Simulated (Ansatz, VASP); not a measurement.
## SnO2 in VASP and in Ansatz

The input INCAR:

```
  PREC = Accurate
  ENCUT = 520
  EDIFF = 1E-6
  ISMEAR = -1
  SIGMA = 0.02
  LREAL = False
  LASPH = True
  NELM = 80
  ALGO = Normal
  ISIF = 2
  LWAVE = False
  LCHARG = False
  GGA = PE
  NBANDS = 64
```

File KPOINTS:

```
Automatic mesh
0
Gamma
  6 6 6
```

Contents of POSCAR:

```
SnO2
1.0
   -3.2001425945      3.3663035207      3.3663032624
    3.2001425945     -3.3663035207      3.3663032624
    3.2001425945      3.3663035207     -3.3663032624
Sn O
4 8
Direct
    1.0000000000      0.2500000000      0.7500000000
    0.0000000000      0.7500000000      0.2500000000
    0.5000000000      0.5000000000      0.5000000000
    0.5000000000      0.0000000000      0.0000000000
    0.1940958877      0.1940958877      0.5000000000
    0.6940958746      0.7500000000      0.9440958746
    0.1940958877      0.6940958877      1.0000000000
    0.3059041254      0.7500000000      0.5559041254
    0.6940958746      0.2500000000      0.4440958746
    0.3059041254      0.2500000000      0.0559041254
    0.8059041123      0.3059041123      0.0000000000
    0.8059041123      0.8059041123      0.5000000000
```

Input for Ansatz:

```yaml
crystal:
  lattice:
    - [-3.2001425945, 3.3663035207, 3.3663032624]
    - [3.2001425945, -3.3663035207, 3.3663032624]
    - [3.2001425945, 3.3663035207, -3.3663032624]
  atoms:
    - { symbol: Sn, position: [1.0, 0.25, 0.75] }
    - { symbol: Sn, position: [0.0, 0.75, 0.25] }
    - { symbol: Sn, position: [0.5, 0.5, 0.5] }
    - { symbol: Sn, position: [0.5, 0.0, 0.0] }
    - { symbol: O, position: [0.1940958877, 0.1940958877, 0.5] }
    - { symbol: O, position: [0.6940958746, 0.75, 0.9440958746] }
    - { symbol: O, position: [0.1940958877, 0.6940958877, 1.0] }
    - { symbol: O, position: [0.3059041254, 0.75, 0.5559041254] }
    - { symbol: O, position: [0.6940958746, 0.25, 0.4440958746] }
    - { symbol: O, position: [0.3059041254, 0.25, 0.0559041254] }
    - { symbol: O, position: [0.8059041123, 0.3059041123, 0.0] }
    - { symbol: O, position: [0.8059041123, 0.8059041123, 0.5] }
kpoints:
  mp_grid: { grid: [6, 6, 6] }
  band_path:
    path:
      - [[0.0, 0.0, 0.0], [9.463468612263e-20, -0.5, 0.5], [-0.5, -0.4999999616372, 0.4999999616372], [0.0, 0.0, 0.0], [-0.5, 0.5, 0.5], [-0.5, 1.378334996654e-15, 1.0], [-1.0, 3.836282992783e-08, 0.9999999616372], [-0.5, 0.5, 0.5]]
      - [[9.463468612263e-20, -0.5, 0.5], [-0.5, 1.378334996654e-15, 1.0]]
      - [[-0.5, -0.4999999616372, 0.4999999616372], [-1.0, 3.836282992783e-08, 0.9999999616372]]
    npoints: 10
hamiltonian:
  xc: pbe
scf:
  occupations: { method: fermi_dirac, width: 0.02 }
  n_extra_bands: 7
output:
  forces: true
  stress: true
  eigenvalues: true
  write_density: true
  write_potential: true
  elf: true
  volumetric_format: npy
```

Alike in both runs: task single point; functional PBE; k mesh 6 × 6 × 6; occupations fermi-dirac, width 0.02 eV; no spin polarisation.

```csv
,VASP,Ansatz
version,VASP 6.6.1,Ansatz 0.2.0
potentials or method,"VASP PAW PBE potentials, release 64 (Sn_d, O)","plane waves, PAW"
plane-wave cutoff (eV),520,420
valence electrons in the cell,104,104
```

|  | VASP | Ansatz | Ansatz less VASP |
| --- | --- | --- | --- |
| gap on the k mesh at the Fermi level (eV) | 1.09 | 1.10 | +0.010 |
| pressure (GPa) | 8.4 | 7.7 | -0.68 |
| traceless stress, the component that is largest in VASP (GPa) | 1.33 | 1.13 | -0.208 |
| rms of the force components (eV/Å) | 0.024 | 0.016 | -0.0076 |

Atom by atom the forces differ by 0.008 eV/Å (rms over components).
